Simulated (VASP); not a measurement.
Here is a VASP 6.6.1 calculation.

INCAR

```
SYSTEM = Al24O35
  PREC = Accurate
  ENCUT = 520
  EDIFF = 1E-6
  ISMEAR = 0
  SIGMA = 0.01
  LREAL = Auto
  LASPH = .TRUE.
  NELM = 100
  ALGO = Normal
  ISIF = 2
  LWAVE = .FALSE.
  LCHARG = .TRUE.
  GGA = PE
  LELF = .TRUE.
  LVHAR = .TRUE.
  NBANDS = 176
```

Contents of KPOINTS:

```
Automatic mesh
0
Gamma
  2 2 2
  0.5 0.5 0.5
```

The input POSCAR:

```
Al24O35
1.0
    0.0000000000      8.3289290079      0.0000000000
    7.2130641072     -1.3881548346     -4.3744984180
   -7.2130641072     -1.3881548346     -4.3744984180
Al O
24 35
Direct
    0.8228690618      0.8050349092      0.1381162758
    0.3239201110      0.6383637873      0.3053472773
    0.8233631629      0.1365021062      0.8049575882
    0.3231241184      0.9713433576      0.9715545506
    0.8232123127      0.4717182236      0.4717809805
    0.3265761475      0.3050351903      0.6376430651
    0.9265345817      0.1115715816      0.4446580278
    0.4255263698      0.9443864052      0.6113230929
    0.9260811009      0.4447437255      0.1132875034
    0.4262970351      0.2781177953      0.2783348903
    0.9261699043      0.7778693172      0.7779053037
    0.4228014463      0.6120450335      0.9446420961
    0.6868159631      0.3646873082      0.7036074730
    0.1762357148      0.1951077608      0.8605561462
    0.6755156386      0.6953465926      0.3616546321
    0.1758954040      0.5277092689      0.5286547950
    0.6753605613      0.0276743329      0.0280688420
    0.1755924785      0.8598537146      0.1925764632
    0.5738124431      0.0570360119      0.3897696113
    0.0738950694      0.8880053510      0.5542916673
    0.5731536710      0.3891012568      0.0545150228
    0.0741056474      0.2216557425      0.2220753196
    0.5735282561      0.7210550584      0.7219996511
    0.0624738602      0.5459265443      0.8849030813
    0.3747024539      0.2271163071      0.0225347034
    0.8747204300      0.7273892908      0.5223004595
    0.3747019383      0.5602424066      0.6894491106
    0.8747332676      0.0605565448      0.1891401485
    0.3746980607      0.8934289002      0.3562283856
    0.5284761719      0.4073685515      0.8426028099
    0.0268889771      0.2414435729      0.0078933809
    0.5277999769      0.7403452617      0.5095227025
    0.0271176894      0.5738154594      0.6753400996
    0.5281554931      0.0744591676      0.1759669178
    0.0278233443      0.9071713794      0.3421933048
    0.7222687409      0.5743259469      0.6758138871
    0.2208818936      0.4070273483      0.8422995660
    0.7215877367      0.9074537415      0.3424765909
    0.2216183785      0.7401669200      0.5093483715
    0.7225949741      0.2418457653      0.0082448980
    0.2212214737      0.0736920464      0.1751964038
    0.6237295564      0.7728028747      0.9769033046
    0.1235638662      0.6057676904      0.1441694560
    0.6258790711      0.1055749610      0.6439252895
    0.1243342387      0.9399960358      0.8099158031
    0.6250683987      0.4397468554      0.3096656844
    0.1257005115      0.2727667760      0.4768712418
    0.9701143958      0.7588662633      0.9901983181
    0.4714187693      0.5928048905      0.1571616765
    0.9714480925      0.0940847204      0.6577216070
    0.4717288918      0.9263147225      0.8240136046
    0.9715836521      0.4254840366      0.3240860307
    0.4730510029      0.2590220822      0.4901261912
    0.7779672373      0.5919179992      0.1555439514
    0.2776954856      0.4256806328      0.3234141590
    0.7778621449      0.9256803490      0.8242092436
    0.2762697091      0.7595194211      0.9905980753
    0.7792554583      0.2594403017      0.4907425176
    0.2779519217      0.0924930056      0.6568525676
```

Potentials or basis: VASP PAW PBE potentials, release 64 (Al, O).

Command:

```console
$ cat potpaw_PBE.64/Al/POTCAR potpaw_PBE.64/O/POTCAR > POTCAR
$ mpirun -np 1 vasp_std > vasp.out
```

(1) What does it give for the band gap on the k mesh?

(2) What does it give for the largest force?

## Answers

(1) 4.16 eV.

(2) 0.026 eV/Å.

Caveat: the cell differs from its parent crystal (atoms taken out, then relaxed in part).
